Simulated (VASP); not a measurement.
Set up this calculation in VASP 6.6.1, as the native input.

| Item | Value |
| --- | --- |
| Task | single point |
| Functional | PBE |
| Potentials or basis | VASP PAW PBE potentials, release 64 (Zr_sv, Si, O) |
| Cutoff | 520 eV |
| k mesh | 4 × 4 × 2 |
| Occupations | gaussian, width 0.1 eV |
| Spin | no spin polarisation |
| Dipole correction | no |
| Further INCAR settings | ALGO = Normal; EDIFF = 1e-07; NBANDS = 48 |

The structure of ZrSi3O8 lies in POSCAR:

```
ZrSi3O8
1.0
    5.3723713948      0.0457505819      0.0004459618
    0.0457513493      5.3707441316     -0.0018309000
    0.0022370879      0.0008699035      7.6247016145
Zr Si O
1 3 8
Direct
    0.4797945303      0.4801174501      0.5000378370
   -0.0248448594      0.5237113579      0.7697638913
    0.5239918168     -0.0245370737      0.2302129816
    0.0231675017      0.0228438901     -0.0000246543
    0.0414363626      0.7597904572      0.8944726580
    0.5311703812      0.1429868604      0.4092194225
    0.1428255333      0.5318245265      0.5908880781
    0.7609865544      0.0417052399      0.1064110896
    0.0371365573      0.2603251755      0.8683108295
    0.5373152101      0.6857224113      0.2917030549
    0.6855352116      0.5376886888      0.7082600292
    0.2614851999      0.0378210162      0.1307447826
```

The input as run:

INCAR

```
PREC = Accurate
ENCUT = 520
EDIFF = 1E-7
ISMEAR = 0
SIGMA = 0.1
LREAL = F
LASPH = T
NELM = 60
ALGO = Normal
ISIF = 2
LWAVE = F
LCHARG = F
GGA = PE
NBANDS = 48
```

KPOINTS

```
Automatic mesh
0
Gamma
  4 4 2
```

Potentials or basis: VASP PAW PBE potentials, release 64 (Zr_sv, Si, O).

Launch:

```console
$ cat potpaw_PBE.64/Zr_sv/POTCAR potpaw_PBE.64/Si/POTCAR potpaw_PBE.64/O/POTCAR > POTCAR
$ mpirun -np 1 vasp_std > vasp.out
```

Results of the run:

The pressure is 0.1 GPa, the largest force is 0.042 eV/Å and the band gap on the k mesh is 5.17 eV.

It took 3.6 min on 1 thread of Intel(R) Xeon(R) Platinum 8488C (Sapphire Rapids), on a shared host, peak memory 0.39 GiB.
